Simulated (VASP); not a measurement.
Set up this calculation in VASP 6.6.1, as the native input.

- Task: single point
- Functional: r2SCAN
- Potentials or basis: VASP PAW PBE potentials, release 64 (Re)
- Cutoff: 520 eV
- k mesh: 8 × 8 × 8
- Occupations: fermi-dirac, width 0.1 eV
- Spin: no spin polarisation
- Dipole correction: no
- Further INCAR settings: ALGO = Normal; EDIFF = 1e-06; NBANDS = 10

Crystal: Re.

```xyz
1
Lattice="-1.6367 1.6367 1.3476 1.6367 -1.6367 1.3476 1.6367 1.6367 -1.3476" Properties=species:S:1:pos:R:3 pbc="T T T"
Re    0.0000    0.0000    0.0000
```

One way to write it, as run:

POSCAR

```
Re
1.0
   -1.6367040000      1.6367040000      1.3475810000
    1.6367040000     -1.6367040000      1.3475810000
    1.6367040000      1.6367040000     -1.3475810000
Re
1
Direct
    0.0000000000      0.0000000000      0.0000000000
```

INCAR.step1

```
PREC = Accurate ; ENCUT = 520
ISMEAR = -1 ; SIGMA = 0.1
LREAL = F ; LASPH = T
NELM = 80 ; NBANDS = 10
GGA = PE ; ALGO = Normal
EDIFF = 1E-4 ; LWAVE = T
LCHARG = F
```

INCAR.step2

```
PREC = Accurate ; ENCUT = 520
EDIFF = 1E-6 ; ISMEAR = -1
SIGMA = 0.1 ; LREAL = F
LASPH = T ; NELM = 80
ALGO = Normal ; ISIF = 2
LWAVE = F ; LCHARG = F
METAGGA = R2SCAN ; LMIXTAU = T
NBANDS = 10 ; ISTART = 1
```

KPOINTS

```
Automatic mesh
0
Gamma
  8 8 8
```

Potentials or basis: VASP PAW PBE potentials, release 64 (Re).

Launch:

```sh
$ cat potpaw_PBE.64/Re/POTCAR > POTCAR
$ cp INCAR.step1 INCAR
$ mpirun -np 1 vasp_std > vasp.out
$ cp INCAR.step2 INCAR
$ mpirun -np 1 vasp_std > vasp.out
```

It gave:

| Item | Value |
| --- | --- |
| Pressure | 16.0 GPa |

Caveat: the k points lie up to 0.38 Å⁻¹ apart; the PAW data sets were made with another functional, which shifts forces and pressure a little.

Wall time 30 s on 1 thread of AMD EPYC 7R13 Processor (Zen 3), on a shared host, peak memory 0.1 GiB.
